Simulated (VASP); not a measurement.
# AlSn: single point with PBE

Crystal: AlSn.

```
Al Sn
1.0
     4.19811    0.00000    0.00000
    -2.09905    3.63567    0.00000
     0.00000    0.00000    3.30685
Al Sn
1 1
Direct
  0.00000 0.00000 0.00000
  0.33333 0.66667 0.50000
```

* Program: VASP 6.6.1
* Task: single point
* Functional: PBE
* Potentials or basis: VASP PAW PBE potentials, release 64 (Al, Sn_d)
* Cutoff: 500 eV
* k mesh: 3 × 3 × 2
* Occupations: gaussian, width 0.1 eV
* Spin: no spin polarisation
* Dipole correction: no
* Further INCAR settings: ALGO = Normal; EDIFF = 1e-06; NBANDS = 16

```
Pressure : -1.1 GPa
```

Stress tensor (GPa, compression positive):
```
 2.07  0.00  0.00
 0.00  2.07  0.00
 0.00  0.00 -7.36
```

Levels at points of the mesh, in eV from the Fermi level:
```csv
k point,band 5,band 6,band 7,band 8,band 9,band 10,band 11,band 12
"(0.00, 0.00, 0.00)",-21.31,-10.44,-0.21,-0.21,0.74,2.63,3.13,3.13
"(0.00, 0.00, 0.50)",-21.26,-7.43,-6.18,2.71,2.71,3.62,3.62,3.83
```

It took 8.2 s on 1 thread of AMD EPYC 7R13 (shared host), peak memory 0.13 GiB.

Caveat: the k points lie up to 0.95 Å⁻¹ apart; spin-orbit coupling is left out, which moves the levels of the heavy elements.
